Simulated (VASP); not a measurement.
Set up this calculation in VASP 6.6.1, as the native input.

| Property | Result |
| --- | --- |
| Task | electric field gradients |
| Functional | LDA |
| Potentials or basis | VASP PAW LDA potentials, release 64 (Be) |
| Cutoff | 520 eV |
| k mesh | 20 × 20 × 11 |
| Occupations | fermi-dirac, width 0.05 eV |
| Spin | non-collinear spin, zero start, spin-orbit coupling |
| Starting moments | [[0.0, 0.0, 0.0], [0.0, 0.0, 0.0]] μB |
| Dipole correction | no |
| Further INCAR settings | ALGO = Normal; EDIFF = 1e-08; NBANDS = 16 |

The structure of Be lies in POSCAR:

```
Be
1.0
    2.2995019849      0.0000000000      0.0000000000
   -1.1497509925      1.9914271350      0.0000000000
    0.0000000000      0.0000000000      3.6009000000
Be
2
Direct
    0.3333333333      0.6666666667      0.2500000000
    0.6666666667      0.3333333333      0.7500000000
```

These files were run (other wordings do the same):

INCAR

```
ALGO     = Normal         # electronic algorithm
EDIFF    = 1E-8           # SCF threshold, eV
ENCUT    = 520            # plane-wave cutoff, eV
GGA      = CA             # functional
GGA_COMPAT= F            
ISIF     = 2              # what is computed and relaxed
ISMEAR   = -1             # smearing method
LASPH    = T              # aspherical terms in the spheres
LCHARG   = F              # write CHGCAR
LEFG     = T            
LORBIT   = 11             # projections on sites
LORBMOM  = T            
LREAL    = F              # projectors in reciprocal space
LSORBIT  = T              # spin-orbit coupling
LWAVE    = F              # write WAVECAR
MAGMOM   = 0 0 0 0 0 0    # initial moments
NBANDS   = 16             # bands
NELM     = 200            # most SCF steps
PREC     = Accurate       # precision mode
SIGMA    = 0.05           # smearing width, eV
```

KPOINTS

```
k-points
0
Gamma
  20 20 11
```

Potentials or basis: VASP PAW LDA potentials, release 64 (Be).

Launch:

```sh
$ cat potpaw_LDA.64/Be/POTCAR > POTCAR
$ mpirun -np 1 vasp_ncl > vasp.out
```

It gave:

| Quantity | Value |
| --- | --- |
| Pressure | -9.6 GPa |
| Net moment | 0.00 μB per cell |
| Largest electric field gradient by atom | Be -0.6 V/Å² |
| Valence electrons inside the program's atomic spheres | Be 1.13 |

Caveat: the cell stands under tension; without QUAD_EFG the Cq values of the log hold for a quadrupole moment of 1 mb, not for the nuclei.

Wall time 2.8 min on 1 thread of Intel Xeon 8259CL, on a shared host, peak memory 0.21 GiB.
